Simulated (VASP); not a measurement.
# SnSe2 (P-3m1) in VASP: settings compared, part 2 of 2

VASP 6.6.1. Earlier steps stand in the parts before.

### Step 3. Single point, r2SCAN

Input file POSCAR:

```
SnSe2
1.0
    3.8251491970      0.0000000000      0.0000000000
   -1.9125745985      3.3126763779      0.0000000000
    0.0000000000      0.0000000000      6.2270814990
Sn Se
1 2
Direct
    0.0000000000      0.0000000000      0.0000000000
    0.3333333333      0.6666666667      0.2530781084
    0.6666666667      0.3333333333      0.7469218916
```

Input file INCAR.step1:

```
SYSTEM = SnSe2
PREC = Accurate
ENCUT = 520
ISMEAR = 0
SIGMA = 0.01
LREAL = .FALSE.
LASPH = .TRUE.
NELM = 100
NBANDS = 20
GGA = PE
ALGO = Normal
EDIFF = 1E-4
LWAVE = .TRUE.
LCHARG = .FALSE.
```

Input file INCAR.step2:

```
SYSTEM = SnSe2
PREC = Accurate
ENCUT = 520
EDIFF = 1E-7
ISMEAR = 0
SIGMA = 0.01
LREAL = .FALSE.
LASPH = .TRUE.
NELM = 100
ALGO = Normal
ISIF = 2
LWAVE = .FALSE.
LCHARG = .FALSE.
METAGGA = R2SCAN
LMIXTAU = .TRUE.
NBANDS = 20
ISTART = 1
```

Input file KPOINTS:

```
regular mesh
0
G
  12 12 4
  0 0 0
```

Potentials or basis: VASP PAW PBE potentials, release 64 (Sn_d, Se).

On the command line:

```sh
$ cat potpaw_PBE.64/Sn_d/POTCAR potpaw_PBE.64/Se/POTCAR > POTCAR
$ cp INCAR.step1 INCAR
$ mpirun -np 1 vasp_std > vasp.out
$ cp INCAR.step2 INCAR
$ mpirun -np 1 vasp_std > vasp.out
```

OUTCAR:

```text
SYSTEM = SnSe2
   PREC = Accurate
   ENCUT = 520
   EDIFF = 1E-7
   ISMEAR = 0
   LREAL = .FALSE.
   LASPH = .TRUE.
   NELM = 100
   ISIF = 2
   METAGGA = R2SCAN
   ISTART = 1

 ion  position               nearest neighbor table
   1  0.000  0.000  0.000-   2 2.71   3 2.71   3 2.71   2 2.71   3 2.71   2 2.71
   2  0.333  0.667  0.253-   1 2.71   1 2.71   1 2.71
   3  0.667  0.333  0.747-   1 2.71   1 2.71   1 2.71

  LATTYP: Found a hexagonal cell.
 ALAT       =     3.8251491970
 C/A-ratio  =     1.6279316644

  Lattice vectors:

 A1 = (   3.8251491970,   0.0000000000,   0.0000000000)
 A2 = (  -1.9125745985,   3.3126763779,   0.0000000000)
 A3 = (   0.0000000000,   0.0000000000,   6.2270814990)

Analysis of symmetry for initial positions (statically):
=====================================================================
 Subroutine PRICEL returns:
 Original cell was already a primitive cell.

 Routine SETGRP: Setting up the symmetry group for a
 hexagonal supercell.

 Subroutine GETGRP returns: Found 12 space group operations
 (whereof 12 operations were pure point group operations)
[... 158 lines left out ...]
 Free energy of the ion-electron system (eV)
  ---------------------------------------------------
  ext. energy  EPLUGINS =         0.00000000
  ---------------------------------------------------
  free energy    TOTEN  =       -54.62568463 eV

  energy without entropy =      -54.62568463  energy(sigma->0) =      -54.62568463

 E-fermi :   3.7130     XC(G=0):  -9.9200

 val. band max:        3.6407980761   @ k =   0.0833   0.0833   0.0000
 cond. band min:       4.6537020316   @ k =   0.5000  -0.0000   0.5000
 fundamental gap:      1.0129039555
 Fermi energy:         3.7130004687

 k-point     1 :       0.0000    0.0000    0.0000
  band No.  band energies     occupation
      1     -18.2370      2.00000
      2     -18.2369      2.00000
      3     -18.1807      2.00000
      4     -18.1729      2.00000
      5     -18.1729      2.00000
      6     -10.6283      2.00000
[... 541 lines left out ...]
     19      12.2876      0.00000
     20      13.1790      0.00000

 [... further k-points ...]
[... 5 lines left out ...]
  --------------------------------------------------------------------------------------
  -------------------------------------------------------------------------------------
  Total        0.4891866      0.4891866      0.4679923      0.0000000      0.0000000      0.0000000
  in kB        9.9328349      9.9328349      9.5024886      0.0000000      0.0000000      0.0000000
  external PRESSURE =       9.7893861 kB  Pullay stress =       0.0000000 kB

 VOLUME and BASIS-vectors are now :
 -----------------------------------------------------------------------------
  energy-cutoff  :      520.00
  volume of cell :       78.91
      direct lattice vectors                 reciprocal lattice vectors
     3.825149197  0.000000000  0.000000000     0.261427711  0.150935359  0.000000000
    -1.912574599  3.312676378  0.000000000     0.000000000  0.301870719  0.000000000
     0.000000000  0.000000000  6.227081499     0.000000000  0.000000000  0.160588873

 POSITION                                       TOTAL-FORCE (eV/Angst)
 -----------------------------------------------------------------------------------
      0.00000      0.00000      0.00000         0.000000      0.000000      0.000000
     -0.00000      2.20845      1.57594        -0.000000      0.000000     -0.015694
      1.91257      1.10423      4.65114         0.000000      0.000000      0.015694
 -----------------------------------------------------------------------------------
    total drift:                               -0.000000     -0.000000      0.000000

  FREE ENERGIE OF THE ION-ELECTRON SYSTEM (eV)
  ---------------------------------------------------
  free  energy   TOTEN  =       -54.6256846315 eV

  energy  without entropy=      -54.6256846315  energy(sigma->0) =      -54.62568463
```

OSZICAR.step1:

```text
N       E                     dE             d eps       ncg     rms          rms(c)
DAV:   1     0.206288172789E+03    0.20629E+03   -0.12153E+04  2816   0.146E+03
DAV:   2     0.116157566324E+02   -0.19467E+03   -0.18713E+03  2972   0.385E+02
DAV:   3    -0.112764034406E+02   -0.22892E+02   -0.22426E+02  3320   0.114E+02
DAV:   4    -0.120663929819E+02   -0.78999E+00   -0.78866E+00  3296   0.224E+01
DAV:   5    -0.120855649406E+02   -0.19172E-01   -0.19170E-01  3812   0.363E+00    0.497E+00
DAV:   6    -0.118404913590E+02    0.24507E+00   -0.51297E-01  4152   0.735E+00    0.320E+00
DAV:   7    -0.118236646959E+02    0.16827E-01   -0.15149E-01  3204   0.242E+00    0.102E+00
DAV:   8    -0.118236596931E+02    0.50028E-05   -0.11809E-02  3468   0.102E+00    0.275E-01
DAV:   9    -0.118241547664E+02   -0.49507E-03   -0.15089E-03  3132   0.294E-01    0.842E-02
DAV:  10    -0.118241624343E+02   -0.76679E-05   -0.10900E-04  2504   0.747E-02
   1 F= -.11824162E+02 E0= -.11824162E+02  d E =-.320808E-70
```

It took 3.4 min on 1 thread of AMD EPYC 9R45 (Zen 5), shared host; peak memory 0.24 GiB.

Results:

```yaml
Free_energy: -54.6257 eV
Pressure: 1.0 GPa
Largest_force: 0.016 eV/Å
Band_gap_on_the_k_mesh: 1.01 eV (least direct gap 1.49 eV)
```

Forces on the atoms (eV/Å):
```
Sn   0.000  0.000  0.000
Se   0.000  0.000 -0.016
Se   0.000  0.000  0.016
```

Caveat: the PAW data sets were made with another functional, which shifts forces and pressure a little; spin-orbit coupling is left out, which moves the levels of the heavy elements. A k mesh can miss the band edges.
